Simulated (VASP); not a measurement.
Input of a VASP 6.6.1 run:

The input INCAR:

```
SYSTEM = SrBr3
PREC = Accurate ; ENCUT = 520
EDIFF = 1E-6 ; ISMEAR = 0
SIGMA = 0.1 ; LREAL = .False.
LASPH = .True. ; NELM = 80
ALGO = Normal ; ISIF = 2
LWAVE = .False. ; LCHARG = .True.
GGA = PE ; LELF = .True.
LVHAR = .True. ; NBANDS = 24
```

The input KPOINTS:

```
Automatic mesh
0
Gamma
  4 4 4
  0 0 0
```

Contents of POSCAR:

```
SrBr3
1.0
    0.0000000000      3.9279005444      3.9279005444
    3.9279005444      0.0000000000      3.9279005444
    3.9279005444      3.9279005444      0.0000000000
Sr Br
1 3
Direct
    0.0000000000      0.0000000000      0.0000000000
    0.2500000000      0.2500000000      0.2500000000
    0.7500000000      0.7500000000      0.7500000000
    0.5000000000      0.5000000000      0.5000000000
```

Potentials or basis: VASP PAW PBE potentials, release 64 (Sr_sv, Br).

Run with:

```sh
$ cat potpaw_PBE.64/Sr_sv/POTCAR potpaw_PBE.64/Br/POTCAR > POTCAR
$ mpirun -np 1 vasp_std > vasp.out
```

(1) Estimate the pressure.

## Answers

(1) -0.3 GPa.

Caveat: an odd number of electrons without spin polarisation forces a metal; a magnetic or distorted state may lie lower.
